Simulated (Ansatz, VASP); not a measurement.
One calculation of Zr4Cl, two programs

```
Zr Cl
1.0
     3.95276   -4.12058    0.00000
     3.95276    4.12058    0.00000
     0.00000    0.00000    3.41973
Zr Cl
4 1
Direct
  0.74707 0.74707 0.50000
  0.25293 0.25293 0.50000
  0.69915 0.30085 0.00000
  0.30085 0.69915 0.00000
  0.00000 0.00000 0.00000
```

Change from the starting cell: species swapped into the OsCl4 type (Cmmm, No. 65).

Alike in both runs: functional PBE; k mesh 6 × 6 × 10; occupations gaussian, width 0.1 eV; no spin polarisation.

Ansatz relaxed the structure, and its values are those at the end. VASP's run is a single point on that final structure, the one shown.

```csv
,VASP,Ansatz
version,VASP 6.6.1,Ansatz 0.2.0
potentials or method,"VASP PAW PBE potentials, release 64 (Zr_sv, Cl), cutoff 500 eV","scalar-relativistic, plane waves, PAW"
valence electrons in the cell,55,55
```

VASP gave:

| Quantity | Value |
| --- | --- |
| gap on the k mesh at the Fermi level (eV) | none |
| pressure (GPa) | 0.1 |
| rms of the force components (eV/Å) | 0.014 |

**Question.** Estimate Ansatz's values.

**Answer.** gap on the k mesh at the Fermi level (eV): none; pressure (GPa): 0.0; rms of the force components (eV/Å): 0.000.

A gap of «none» marks a metal or a gap that the smearing closes.
